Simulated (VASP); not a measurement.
# InSe: single point with PBE+D3(BJ)

The system is InSe.

```
In Se
1.0
     4.07644    0.00000    0.00000
    -2.03822    3.53030    0.00000
     0.00000    0.00000   17.26762
In Se
4 4
Direct
  0.00000 0.00000 0.58147
  0.00000 0.00000 0.41853
  0.33333 0.66667 0.91854
  0.33333 0.66667 0.08146
  0.66667 0.33333 0.84479
  0.66667 0.33333 0.15521
  0.33333 0.66667 0.65519
  0.33333 0.66667 0.34481
```

This cell differs from its parent crystal: volume scaled by 1.06, then relaxed in part.

```json
{
  "Program": "VASP 6.6.1",
  "Task": "single point",
  "Functional": "PBE",
  "Dispersion": "D3(BJ)",
  "Potentials or basis": "VASP PAW PBE potentials, release 64 (In_d, Se)",
  "Cutoff": "520 eV",
  "k mesh": "12 × 12 × 2",
  "Occupations": "gaussian, width 0.01 eV",
  "Spin": "no spin polarisation"
}
```

| Quantity | Value |
| --- | --- |
| Pressure | -1.0 GPa |
| Largest force | 0.019 eV/Å |
| Band gap on the k mesh | 0.36 eV, direct |
| Dispersion energy per atom | -0.280 eV |

Forces on the atoms (eV/Å):
```
In   0.000  0.000 -0.013
In   0.000  0.000  0.013
In   0.000  0.000  0.014
In   0.000  0.000 -0.014
Se   0.000  0.000 -0.019
Se   0.000  0.000  0.019
Se   0.000  0.000  0.019
Se   0.000  0.000 -0.019
```

Levels at points of the mesh, in eV from the valence-band top:
```
           k point  band 34  band 35  band 36  band 37  band 38  band 39  band 40  band 41  band 42  band 43
(0.00, 0.00, 0.00)    -1.19    -1.19    -1.11    -1.11     0.00     0.36     1.47     2.01     2.06     4.21
(0.50, 0.00, 0.00)    -2.15    -2.07    -1.97    -1.66    -1.46     1.38     1.46     1.72     1.80     3.45
(0.00, 0.00, 0.50)    -1.14    -1.14    -1.14    -0.80    -0.77     1.04     1.09     2.04     2.05     4.24
(0.50, 0.00, 0.50)    -2.21    -2.03    -2.02    -1.55    -1.45     1.28     1.38     1.74     1.97     3.41
```

Wall time 3.9 min on 1 thread of Intel(R) Xeon(R) 6975P-C (Granite Rapids), with other jobs on the host, peak memory 0.54 GiB.

Caveat: spin-orbit coupling is left out, which moves the levels of the heavy elements. A k mesh can miss the band edges.
